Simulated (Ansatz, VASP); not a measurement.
## ZnCu: VASP beside Ansatz

```
Zn Cu
1.0
     4.41900    0.00000    0.00000
     0.00000    2.60050    0.00000
     0.00000    0.00000    5.06275
Zn Cu
2 2
Cartesian
  1.1048 1.3003 0.6775
  3.3143 1.3003 4.3852
  3.3143 1.3003 1.8915
  1.1048 1.3003 3.1712
```

Alike in both runs: functional PBE; k mesh 10 × 18 × 10; occupations gaussian, width 0.1 eV; no spin polarisation.

Ansatz relaxed the structure, and its values are those at the end. VASP's run is a single point on that final structure, the one shown.

```csv
,VASP,Ansatz
version,VASP 6.6.1,Ansatz 0.2.0
potentials or method,"VASP PAW PBE potentials, release 64 (Zn, Cu_sv_GW), cutoff 700 eV","scalar-relativistic, plane waves, PAW"
valence electrons in the cell,62,62
```

Ansatz gave:

| Item | Value |
| --- | --- |
| gap on the k mesh at the Fermi level (eV) | none |
| pressure (GPa) | 0.0 |
| rms of the force components (eV/Å) | 0.000 |

What did VASP give for the same quantities?

gap on the k mesh at the Fermi level (eV): none; pressure (GPa): -2.1; rms of the force components (eV/Å): 0.006.

A gap of «none» marks a metal or a gap that the smearing closes. With one functional, cell and mesh, what is left measures potentials, basis and numerics.
